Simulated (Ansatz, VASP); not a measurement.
**La2Y2O in VASP and in Ansatz**

```
CELL_PARAMETERS angstrom
3.72478 0.00000 0.00000
-1.86239 3.22575 0.00000
0.00000 0.00000 12.06731
ATOMIC_POSITIONS crystal
La 0.33333 0.66667 0.11672
La 0.66667 0.33333 0.88328
Y 0.66667 0.33333 0.38672
Y 0.33333 0.66667 0.61328
O 0.00000 0.00000 0.00000
```

Alike in both runs: functional PBE; k mesh 5 × 5 × 2; occupations gaussian, width 0.2 eV; no spin polarisation.

Ansatz relaxed the structure, and its values are those at the end. VASP's run is a single point on that final structure, the one shown.

|  | VASP | Ansatz |
| --- | --- | --- |
| version | VASP 6.6.1 | Ansatz 0.2.0 |
| potentials or method | VASP PAW PBE potentials, release 64 (La, Y_sv, O), cutoff 520 eV | scalar-relativistic, plane waves, PAW |
| valence electrons in the cell | 50 | 50 |

Ansatz gave:

```
gap on the k mesh at the Fermi level (eV) : none
pressure (GPa)                            : 0.0
rms of the force components (eV/Å)        : 0.015
```

Problem. Which values does VASP return?

Solution. gap on the k mesh at the Fermi level (eV): none; pressure (GPa): -0.1; rms of the force components (eV/Å): 0.014.

A gap of «none» marks a metal or a gap that the smearing closes.

The k mesh is coarse, so the values compare programs but aren't converged. Spin-orbit coupling is off throughout.
